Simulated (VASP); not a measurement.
# Sc2AlF3 (P4/mmm) in VASP: a series of runs

Runs on Sc2AlF3. Level: PBE. Tasks: relaxation of cell and atoms.

Program: VASP 6.6.1. These are calculated values, not measurements. Logs are shortened: lines on timing, memory, paths and dates and some standing lists are left out, and cuts for length are marked.

## 1. The cell of the first run

It takes space group P4/mmm (No. 123, tetragonal). Conventional cell: a = 3.107 Å, b = 3.107 Å, c = 10.385 Å, α = 90.00°, β = 90.00°, γ = 90.00°. Within 3.4 Å of Sc (site symmetry 4mm) lie 8 F at 2.59 to 2.71 Å and 5 Sc at 3.11 to 3.17 Å. Within 4.1 Å of Al (site symmetry 4/mmm) lie 4 Al at 3.11 Å and 8 F at 3.13 Å and 2 Sc at 3.61 Å. F (site symmetry 4/mmm) has 8 Sc at 2.71 Å and 6 F at 2.96 to 3.11 Å within 3.6 Å. Within 3.4 Å of F (site symmetry 4mm) lie 4 Sc at 2.59 Å and 5 F at 2.96 to 3.11 Å and 4 Al at 3.13 Å.

## 2. Relaxation of cell and atoms, PBE

The input, INCAR:

```
PREC     = Accurate       # precision mode
ENCUT    = 600            # plane-wave cutoff, eV
EDIFF    = 1E-6           # SCF threshold, eV
ISMEAR   = 0              # smearing method
SIGMA    = 0.1            # smearing width, eV
LREAL    = False          # projectors in reciprocal space
LASPH    = True           # aspherical terms in the spheres
NELM     = 60             # most SCF steps
ALGO     = Normal         # electronic algorithm
ISIF     = 3              # what is computed and relaxed
LWAVE    = False          # write WAVECAR
LCHARG   = False          # write CHGCAR
GGA      = PE             # functional
IBRION   = 2              # ionic algorithm
NSW      = 90             # ionic steps
EDIFFG   = -0.04          # ionic threshold
```

The input, KPOINTS:

```
regular mesh
0
Gamma
  6 6 2
```

The input, POSCAR:

```
Sc2AlF3
1.0
    3.1066909800      0.0000000000      0.0000000000
    0.0000000000      3.1066909800      0.0000000000
    0.0000000000      0.0000000000     10.3850699800
Sc Al F
2 1 3
Direct
    0.5000000000      0.5000000000      0.8473602500
    0.5000000000      0.5000000000      0.1526397500
    0.5000000000      0.5000000000      0.5000000000
    0.0000000000      0.0000000000      0.0000000000
    0.0000000000      0.0000000000      0.7145522800
    0.0000000000      0.0000000000      0.2854477200
```

Potentials or basis: VASP PAW PBE potentials, release 64 (Sc_sv, Al, F).

Command:

```bash
$ cat potpaw_PBE.64/Sc_sv/POTCAR potpaw_PBE.64/Al/POTCAR potpaw_PBE.64/F/POTCAR > POTCAR
$ mpirun -np 1 vasp_std > vasp.out
```

OUTCAR:

```text
PREC = Accurate
   ENCUT = 600
   EDIFF = 1E-6
   ISMEAR = 0
   LREAL = False
   LASPH = True
   NELM = 60
   ISIF = 3
   GGA = PE
   IBRION = 2
   NSW = 90
   EDIFFG = -0.04

 ion  position               nearest neighbor table
   1  0.500  0.500  0.847-   5 2.59   5 2.59   5 2.59   5 2.59   2 3.17
   2  0.500  0.500  0.153-   6 2.59   6 2.59   6 2.59   6 2.59   1 3.17
   3  0.500  0.500  0.500-
   4  0.000  0.000  0.000-
   5  0.000  0.000  0.715-   1 2.59   1 2.59   1 2.59   1 2.59
   6  0.000  0.000  0.285-   2 2.59   2 2.59   2 2.59   2 2.59

  LATTYP: Found a simple tetragonal cell.
 ALAT       =     3.1066909800
 C/A-ratio  =     3.3428075231

  Lattice vectors:

 A1 = (   3.1066909800,   0.0000000000,   0.0000000000)
 A2 = (   0.0000000000,   3.1066909800,   0.0000000000)
 A3 = (   0.0000000000,   0.0000000000,  10.3850699800)

Analysis of symmetry for initial positions (statically):
=====================================================================
 Subroutine PRICEL returns:
 Original cell was already a primitive cell.

 Routine SETGRP: Setting up the symmetry group for a
 simple tetragonal supercell.

 Subroutine GETGRP returns: Found 16 space group operations
 (whereof 16 operations were pure point group operations)
 out of a pool of 16 trial point group operations.

The static configuration has the point symmetry D_4h.

Analysis of symmetry for dynamics (positions and initial velocities):
=====================================================================
 Subroutine PRICEL returns:
 Original cell was already a primitive cell.

 Routine SETGRP: Setting up the symmetry group for a
 simple tetragonal supercell.

 Subroutine GETGRP returns: Found 16 space group operations
 (whereof 16 operations were pure point group operations)
 out of a pool of 16 trial point group operations.

The dynamic configuration has the point symmetry D_4h.

 Subroutine INISYM returns: Found 16 space group operations
 (whereof 16 operations are pure point group operations),
 and found     1 'primitive' translations

----------------------------------------------------------------------------------------

                                     Primitive cell

  volume of cell :     100.2318

  direct lattice vectors                    reciprocal lattice vectors
     3.106690980  0.000000000  0.000000000     0.321885893  0.000000000  0.000000000
     0.000000000  3.106690980  0.000000000     0.000000000  0.321885893  0.000000000
     0.000000000  0.000000000 10.385069980     0.000000000  0.000000000  0.096292081

  length of vectors
     3.106690980  3.106690980 10.385069980     0.321885893  0.321885893  0.096292081

  position of ions in fractional coordinates (direct lattice)
     0.500000000  0.500000000  0.847360250
     0.500000000  0.500000000  0.152639750
[... 67 lines left out ...]
   ions per type =               2   1   3
   NGX,Y,Z   is equivalent  to a cutoff of  14.98, 14.98, 13.45 a.u.
   NGXF,Y,Z  is equivalent  to a cutoff of  29.97, 29.97, 26.89 a.u.
 SYSTEM =  unknown system
   PREC   = accura    normal or accurate (medium, high low for compatibility)
   ISTART =      0    job   : 0-new  1-cont  2-samecut
   ICHARG =      2    charge: 1-file 2-atom 10-const
   ISPIN  =      1    spin polarized calculation?
   LNONCOLLINEAR =      F non collinear calculations
   LSORBIT =      F    spin-orbit coupling
   LASPH  =      T    aspherical Exc in radial PAW
   ENCUT  =  600.0 eV  44.10 Ry    6.64 a.u.   6.20  6.20 20.74*2*pi/ulx,y,z
   NELM   =     60;   NELMIN=  2; NELMDL= -5     # of ELM steps
   EDIFF  = 0.1E-05   stopping-criterion for ELM
   LREAL  =      F    real-space projection
   EDIFFG = -.4E-01   stopping-criterion for IOM
   NSW    =     90    number of steps for IOM
   IBRION =      2    ionic relax: 0-MD 1-quasi-New 2-CG
   NFREE  =      1    steps in history (QN), initial steepest desc. (CG)
   ISIF   =      3    stress and relaxation
   ISYM   =      2    0-nonsym 1-usesym 2-fastsym
   POTIM  = 0.5000    time-step for ionic-motion
   TEBEG  =    0.0;   TEEND  =   0.0 temperature during run
   PSTRESS=    0.0 pullay stress
   NELECT =      46.0000    total number of electrons
   NUPDOWN=      -1.0000    fix difference up-down
   EMIN   =  10.00;   EMAX   =-10.00  energy-range for DOS
   EFERMI =   0.00;   METHOD = LEGACY
   ISMEAR =     0;   SIGMA  =   0.10  broadening in eV -4-tet -1-fermi 0-gaus
   EFERMI_NEDOS =   21; number of points for ismear=-14 and -15
   IALGO  =     38    algorithm
   IMIX   =      4    mixing-type and parameters
     AMIX     =   0.40;   BMIX     =  1.00
     AMIX_MAG =   1.60;   BMIX_MAG =  1.00
  volume/ion in A,a.u.               =      16.71       112.73
  Fermi-wavevector in a.u.,A,eV,Ry     =   1.262774  2.386297 21.695822  1.594598
  Thomas-Fermi vector in A             =   2.396165
   LORBIT       =      0    0 simple, 1 ext, 2 COOP (PROOUT), +10 PAW based schemes
   GGA     = PE    functional components
   LHFCALC =     F    Hartree Fock is set to
   AEXX    =    0.0000 exact exchange contribution
   IVDW    =     0    specifies the selected vdW correction
   LEPSILON=     F    determine dielectric tensor
   LRPA    =     F    only Hartree local field effects (RPA)
 conjugate gradient relaxation of ions
 non-spin polarized calculation
 Gauss-broadening in eV      SIGMA  =   0.10
  energy-cutoff  :      600.00
  volume of cell :      100.23
 maximum number of plane-waves:      3384
 NGX is ok and might be reduce to    28
   NGX = 13   NGY = 13   NGZ = 41

--------------------------------------- Ionic step        1  -------------------------------------------

 number of electron      45.9999990 magnetization

 Free energy of the ion-electron system (eV)
  ---------------------------------------------------
  ext. energy  EPLUGINS =         0.00000000
  ---------------------------------------------------
  free energy    TOTEN  =       -30.99033513 eV

  energy without entropy =      -30.95661154  energy(sigma->0) =      -30.97347334

 E-fermi :   4.5035     XC(G=0):  -9.6069

 val. band max:        4.5029736647   @ k =   0.3333   0.0000   0.5000
 cond. band min:       4.5047559402   @ k =   0.3333   0.0000   0.0000
 fundamental gap:      0.0017822755
 Fermi energy:         4.5034942575
[... 1321 lines left out ...]
     26       5.8326      0.00000
     27       6.6526      0.00000

[... ionic steps 4 to 29 ...]

--------------------------------------- Ionic step       30  -------------------------------------------

 number of electron      45.9999990 magnetization

------------------------ aborting loop because EDIFF is reached ----------------------------------------
[... 75 lines left out ...]
--------------------------------------- Ionic step       32  -------------------------------------------

 number of electron      46.0000006 magnetization

 Free energy of the ion-electron system (eV)
  ---------------------------------------------------
  ext. energy  EPLUGINS =         0.00000000
  ---------------------------------------------------
  free energy    TOTEN  =       -33.09804377 eV

  energy without entropy =      -33.07580409  energy(sigma->0) =      -33.08692393

 E-fermi :   4.8410     XC(G=0):  -9.8132

 val. band max:        4.8403333203   @ k =   0.3333   0.1667   0.0000
 cond. band min:       4.8576519234   @ k =   0.3333   0.3333   0.5000
 fundamental gap:      0.0173186031
 Fermi energy:         4.8410393988
[... 631 lines left out ...]
  FREE ENERGIE OF THE ION-ELECTRON SYSTEM (eV)
  ---------------------------------------------------
  free  energy   TOTEN  =       -33.0980437708 eV

  energy  without entropy=      -33.0758040879  energy(sigma->0) =      -33.08692393

 reached required accuracy - stopping structural energy minimisation
```

OSZICAR:

```text
N       E                     dE             d eps       ncg     rms          rms(c)
DAV:   1     0.806169288190E+03    0.80617E+03   -0.23331E+04  1080   0.193E+03
DAV:   2     0.123373888539E+03   -0.68280E+03   -0.67466E+03  1288   0.629E+02
DAV:   3    -0.245657476864E+02   -0.14794E+03   -0.14472E+03  1821   0.258E+02
DAV:   4    -0.348058429929E+02   -0.10240E+02   -0.99723E+01  1608   0.712E+01
[... 319 lines left out ...]
DAV:   4    -0.330981189079E+02    0.36555E-03   -0.23405E-03  1637   0.525E-01    0.620E-02
DAV:   5    -0.330980444371E+02    0.74471E-04   -0.45703E-04  1694   0.148E-01    0.329E-02
DAV:   6    -0.330980387327E+02    0.57043E-05   -0.59215E-05  1591   0.625E-02    0.162E-02
DAV:   7    -0.330980434143E+02   -0.46816E-05   -0.11393E-05  1353   0.324E-02    0.555E-03
DAV:   8    -0.330980437708E+02   -0.35644E-06   -0.38369E-06  1160   0.205E-02
  32 F= -.33098044E+02 E0= -.33086924E+02  d E =-.268070E-02
```

Run time: 16 min. Hardware: 1 thread of Intel Xeon 6975P-C (Granite Rapids), shared host; peak memory 0.3 GiB.

What came out:

```
Free energy                            : -33.0980 eV
Relaxed volume                         : 15.63 Å³/atom
Relaxed cell                           : a = 3.060 Å, b = 3.060 Å, c = 10.015 Å, α = 90.00°, β = 90.00°, γ = 90.00°
Space group after relaxing (to 0.05 Å) : P4/mmm (No. 123)
Energy gained by relaxing              : 351.3 meV/atom
Ionic steps                            : 32
Pressure after relaxing                : 0.0 GPa
Largest force after relaxing           : 0.010 eV/Å
Band gap on the k mesh                 : zero (band 23 reaches 5.03 eV, above the bottom of band 24 at 3.20 eV)
```

Forces in eV/Å, atoms in the order of the input:
```
Sc   0.000  0.000  0.006
Sc   0.000  0.000 -0.006
Al   0.000  0.000  0.000
F    0.000  0.000  0.000
F    0.000  0.000  0.010
F    0.000  0.000 -0.010
```

Stress tensor (GPa, compression positive):
```
 0.11  0.00  0.00
 0.00  0.11  0.00
 0.00  0.00 -0.24
```

The path:
```csv
step,energy change (eV),largest force (eV/Å),pressure (GPa),volume (Å³)
1,0.0000,1.7760,-8.14,100.23
2,-0.8968,1.8396,-3.47,88.41
3,-1.1959,1.4088,7.77,77.20
4,-1.2163,1.6333,4.21,79.65
5,-1.6471,0.9452,5.36,80.49
6,-1.8663,0.3608,8.32,81.72
7,-1.9549,0.3197,-2.99,94.48
8,-2.0307,0.2967,0.89,88.99
9,-2.0506,0.0703,0.01,89.95
10,-2.0506,0.0697,-0.02,89.97
11,-2.0514,0.0687,-0.01,89.97
12,-2.0536,0.0730,0.00,89.95
13,-2.0559,0.0859,-0.06,89.90
14,-2.0567,0.0854,0.02,89.87
15,-2.0590,0.0831,0.26,89.77
16,-2.0629,0.0951,0.73,89.57
17,-2.0666,0.1191,1.77,89.17
18,-2.0668,0.1192,1.80,89.18
19,-2.0673,0.1222,1.82,89.21
20,-2.0683,0.1257,1.88,89.26
21,-2.0693,0.1314,2.05,89.36
22,-2.0710,0.1346,1.95,89.48
23,-2.0754,0.1417,1.65,89.86
24,-2.0824,0.1557,1.07,90.62
25,-2.0890,0.1781,-0.05,92.16
26,-2.0891,0.1817,-0.25,92.44
27,-2.0911,0.1769,-0.29,92.58
28,-2.0964,0.1635,-0.38,93.00
29,-2.1036,0.1284,-0.54,93.85
30,-2.0975,0.0236,-0.88,95.53
31,-2.1050,0.0948,-0.66,94.34
32,-2.1077,0.0100,-0.01,93.76
```

Final structure:
```
CELL_PARAMETERS angstrom
3.05963 0.00000 0.00000
0.00000 3.05963 0.00000
0.00000 0.00000 10.01537
ATOMIC_POSITIONS crystal
Sc 0.50000 0.50000 0.79049
Sc 0.50000 0.50000 0.20951
Al 0.50000 0.50000 0.50000
F 0.00000 0.00000 0.00000
F 0.00000 0.00000 0.76679
F 0.00000 0.00000 0.23321
```

## 3. Relaxation of cell and atoms, PBE

This run uses another cell than the first one, of 15.71 Å³/atom, 0.940 times its volume.

The input, INCAR:

```
SYSTEM = Sc2AlF3
PREC = Accurate ; ENCUT = 600
EDIFF = 1E-6 ; ISMEAR = 0
SIGMA = 0.1 ; LREAL = .False.
LASPH = .True. ; NELM = 60
ALGO = Normal ; ISIF = 3
LWAVE = .False. ; LCHARG = .False.
GGA = PE ; IBRION = 2
NSW = 100 ; EDIFFG = -0.01
```

The input, KPOINTS:

```
regular mesh
0
Gamma
  12 12 4
  0 0 0
```

The input, POSCAR:

```
Sc2AlF3
1.0
    3.0618346072      0.0000000000      0.0000000000
    0.0000000000      3.0618346072      0.0000000000
    0.0000000000      0.0000000000     10.0519783577
Sc Al F
2 1 3
Direct
    0.5000000000      0.5000000000      0.7895877430
    0.5000000000      0.5000000000      0.2104122570
    0.5000000000      0.5000000000      0.5000000000
    0.0000000000      0.0000000000      0.0000000000
    0.0000000000      0.0000000000      0.7676338577
    0.0000000000      0.0000000000      0.2323661423
```

Potentials or basis: VASP PAW PBE potentials, release 64 (Sc_sv, Al, F).

Command:

```bash
$ cat potpaw_PBE.64/Sc_sv/POTCAR potpaw_PBE.64/Al/POTCAR potpaw_PBE.64/F/POTCAR > POTCAR
$ mpirun -np 1 vasp_std > vasp.out
```

Run time: 7.2 min. Hardware: 1 thread of Intel Xeon 6975P-C (Granite Rapids), shared host; peak memory 0.38 GiB.

Results (log left out):

- Free energy: -33.1093 eV
- Relaxed volume: 15.65 Å³/atom
- Relaxed cell: a = 3.061 Å, b = 3.061 Å, c = 10.022 Å, α = 90.00°, β = 90.00°, γ = 90.00°
- Space group after relaxing (to 0.05 Å): P4/mmm (No. 123)
- Energy gained by relaxing: 0.1 meV/atom
- Ionic steps: 9
- Pressure after relaxing: 0.0 GPa
- Largest force after relaxing: 0.006 eV/Å
- Band gap on the k mesh: zero (band 23 reaches 5.33 eV, above the bottom of band 24 at 3.19 eV)

Forces in eV/Å, atoms in the order of the input:
```
Sc   0.000  0.000  0.005
Sc   0.000  0.000 -0.005
Al   0.000  0.000  0.000
F    0.000  0.000  0.000
F    0.000  0.000 -0.006
F    0.000  0.000  0.006
```

Stress tensor (GPa, compression positive):
```
-0.06  0.00  0.00
 0.00 -0.06  0.00
 0.00  0.00  0.03
```

The path:
| step | energy change (eV) | largest force (eV/Å) | pressure (GPa) | volume (Å³) |
| --- | --- | --- | --- | --- |
| 1 | 0.0000 | 0.0146 | -0.20 | 94.24 |
| 2 | -0.0003 | 0.0237 | 0.00 | 93.97 |
| 3 | -0.0003 | 0.0258 | 0.05 | 93.91 |
| 4 | -0.0003 | 0.0250 | 0.04 | 93.93 |
| 5 | -0.0003 | 0.0245 | 0.02 | 93.95 |
| 6 | -0.0003 | 0.0247 | 0.02 | 93.94 |
| 7 | -0.0003 | 0.0249 | 0.01 | 93.93 |
| 8 | -0.0003 | 0.0190 | 0.00 | 93.93 |
| 9 | -0.0004 | 0.0057 | -0.03 | 93.92 |

Final structure:
```
Sc Al F
1.0
     3.06114    0.00000    0.00000
     0.00000    3.06114    0.00000
     0.00000    0.00000   10.02243
Sc Al F
2 1 3
Direct
  0.50000 0.50000 0.78971
  0.50000 0.50000 0.21029
  0.50000 0.50000 0.50000
  0.00000 0.00000 0.00000
  0.00000 0.00000 0.76714
  0.00000 0.00000 0.23286
```

Levels at points of the mesh, in eV from the Fermi level:
| k point | band 21 | band 22 | band 23 | band 24 | band 25 | band 26 |
| --- | --- | --- | --- | --- | --- | --- |
| (0.00, 0.00, 0.00) | -4.57 | -1.64 | -1.60 | -1.59 | -0.05 | 1.17 |
| (0.50, 0.00, 0.00) | -3.66 | -1.74 | -0.44 | 0.78 | 0.83 | 1.15 |
| (0.50, 0.50, 0.00) | -0.82 | -0.31 | -0.31 | -0.01 | -0.01 | 0.74 |
| (0.00, 0.00, 0.50) | -4.57 | -2.06 | -1.63 | -1.61 | 0.95 | 1.06 |
| (0.50, 0.00, 0.50) | -3.66 | -1.72 | -0.48 | 0.54 | 1.14 | 1.20 |
| (0.50, 0.50, 0.50) | -0.72 | -0.50 | -0.50 | 0.29 | 0.29 | 0.37 |
